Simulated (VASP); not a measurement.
A run of VASP 6.6.1 is set up as follows.

Contents of POSCAR:

```
CdTe
1.0
    0.0000000000      3.2799012430      3.2799012430
    3.2799012430      0.0000000000      3.2799012430
    3.2799012430      3.2799012430      0.0000000000
Cd Te
1 1
Direct
    0.0000000000      0.0000000000      0.0000000000
    0.2500000000      0.2500000000      0.2500000000
```

File INCAR.step1:

```
PREC     = Accurate       # precision mode
ENCUT    = 500            # plane-wave cutoff, eV
EDIFF    = 1E-8           # SCF threshold, eV
ISMEAR   = 0              # smearing method
SIGMA    = 0.01           # smearing width, eV
LREAL    = False          # projectors in reciprocal space
LASPH    = True           # aspherical terms in the spheres
NELM     = 80             # most SCF steps
ALGO     = Normal         # electronic algorithm
LWAVE    = True           # write WAVECAR
LCHARG   = False          # write CHGCAR
GGA      = PE             # functional
```

INCAR.step2

```
PREC     = Accurate       # precision mode
ENCUT    = 500            # plane-wave cutoff, eV
EDIFF    = 1E-8           # SCF threshold, eV
ISMEAR   = 0              # smearing method
SIGMA    = 0.01           # smearing width, eV
LREAL    = False          # projectors in reciprocal space
LASPH    = True           # aspherical terms in the spheres
NELM     = 1              # most SCF steps
ALGO     = Exact          # electronic algorithm
LWAVE    = True           # write WAVECAR
LCHARG   = False          # write CHGCAR
GGA      = PE             # functional
NBANDS   = 159            # bands
LOPTICS  = True           # frequency-dependent dielectric function
ISTART   = 1
```

INCAR.step3

```
PREC     = Accurate       # precision mode
ENCUT    = 500            # plane-wave cutoff, eV
EDIFF    = 1E-8           # SCF threshold, eV
ISMEAR   = 0              # smearing method
SIGMA    = 0.01           # smearing width, eV
LREAL    = False          # projectors in reciprocal space
LASPH    = True           # aspherical terms in the spheres
ALGO     = EVGW0          # electronic algorithm
LWAVE    = False          # write WAVECAR
LCHARG   = False          # write CHGCAR
GGA      = PE             # functional
NELMGW   = 1            
NBANDS   = 159            # bands
ENCUTGW  = 100.0          # cutoff of the response function
NOMEGA   = 48             # frequency points
PRECFOCK = Fast         
ISTART   = 1            
NBANDSGW = 17
```

The input KPOINTS:

```
Automatic mesh
0
Gamma
  2 2 2
```

Potentials or basis: VASP PAW PBE potentials, release 64 (Cd_GW, Te_GW).

Launch:

```sh
$ cat potpaw_PBE.64/Cd_GW/POTCAR potpaw_PBE.64/Te_GW/POTCAR > POTCAR
$ cp INCAR.step1 INCAR
$ mpirun -np 1 vasp_std > vasp.out
$ cp INCAR.step2 INCAR
$ mpirun -np 1 vasp_std > vasp.out
$ cp INCAR.step3 INCAR
$ mpirun -np 1 vasp_std > vasp.out
```

(1) What does it give for the quasiparticle gap?

(2) What does it give for the least direct quasiparticle gap?

(3) Estimate the band gap on the k mesh, mean-field level.

Answers

(1) 1.18 eV.

(2) 1.18 eV.

(3) 0.52 eV, direct.

Caveat: the k points lie up to 0.83 Å⁻¹ apart; bands, screening cutoff and mesh are small and nothing is extrapolated, so the quasiparticle values aren't converged; spin-orbit coupling is left out, which moves the levels of the heavy elements.
